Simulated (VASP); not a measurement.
Here is a VASP 6.6.1 calculation.

Contents of INCAR:

```
  PREC = Accurate
  ENCUT = 600
  EDIFF = 1E-6
  ISMEAR = 0
  SIGMA = 0.2
  LREAL = F
  LASPH = T
  NELM = 200
  ALGO = Normal
  ISIF = 2
  LWAVE = F
  LCHARG = T
  GGA = PE
  LELF = T
  LVHAR = T
  NBANDS = 32
  GGA_COMPAT = F
  LMAXMIX = 6
```

KPOINTS

```
Automatic mesh
0
Gamma
  4 4 4
```

Contents of POSCAR:

```
PrBe3Si
1.0
    0.0000000000      4.2957302625      4.2957302625
    4.2957302625      0.0000000000      4.2957302625
    4.2957302625      4.2957302625      0.0000000000
Pr Be Si
2 6 2
Direct
    0.7500000000      0.7500000000      0.7500000000
    0.2500000000      0.2500000000      0.2500000000
    0.2499777978      0.7500222022      0.7500222022
    0.7500222022      0.2499777978      0.2499777978
    0.7500222022      0.2499777978      0.7500222022
    0.2499777978      0.7500222022      0.2499777978
    0.7500222022      0.7500222022      0.2499777978
    0.2499777978      0.2499777978      0.7500222022
    0.0000000000      0.0000000000      0.0000000000
    0.5000000000      0.5000000000      0.5000000000
```

Potentials or basis: VASP PAW PBE potentials, release 64 (Pr_3, Be, Si), 4f in core.

The run is started by

```console
$ cat potpaw_PBE.64/Pr_3/POTCAR potpaw_PBE.64/Be/POTCAR potpaw_PBE.64/Si/POTCAR > POTCAR
$ mpirun -np 1 vasp_std > vasp.out
```

Estimate the band gap on the k mesh.

zero (bands 21 and 22 overlap by 0.22 eV).

Predict the pressure.

0.1 GPa.

Caveat: spin-orbit coupling is left out, which moves the levels of the heavy elements; the 4f electrons are frozen in the core, so they carry no moment and show no levels. Spin polarisation is off, so any magnetic state and its effect on volume and gap are missing.
